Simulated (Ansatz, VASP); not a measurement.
# One calculation of Li, two programs

```
Li
1.0
     1.24115   -1.99285    0.00000
     1.24115    1.99285    0.00000
     0.00000    0.00000    4.00984
Li
1
Direct
  0.00000 0.00000 0.50000
```

Alike in both runs: task relaxation of cell and atoms; functional PBE; k mesh 8 × 8 × 4; occupations gaussian, width 0.1 eV; no spin polarisation.

|  | VASP | Ansatz |
| --- | --- | --- |
| version | VASP 6.6.1 | Ansatz 0.2.0 |
| potentials or method | VASP PAW PBE potentials, release 64 (Li_sv), cutoff 600 eV | scalar-relativistic, plane waves, PAW |
| valence electrons in the cell | 3 | 3 |

VASP gave:

- gap on the k mesh at the Fermi level, each at its own relaxed structure (eV): none
- relaxed volume (Å³/atom): 18.85
- relaxed length of the cell vector where the two differ most in proportion (Å): 2.653

What did Ansatz give for the same quantities?

gap on the k mesh at the Fermi level, each at its own relaxed structure (eV): none; relaxed volume (Å³/atom): 19.98; relaxed length of the cell vector where the two differ most in proportion (Å): 2.698.

A gap of «none» marks a metal or a gap that the smearing closes. One of these differences is far larger than is usual between the two programs; its cause wasn't traced.

The k mesh is coarse, so the values compare programs but aren't converged. Noted on VASP's run: the cutoff is under 1.25 times that of the potentials, so the pressure is a little rough.
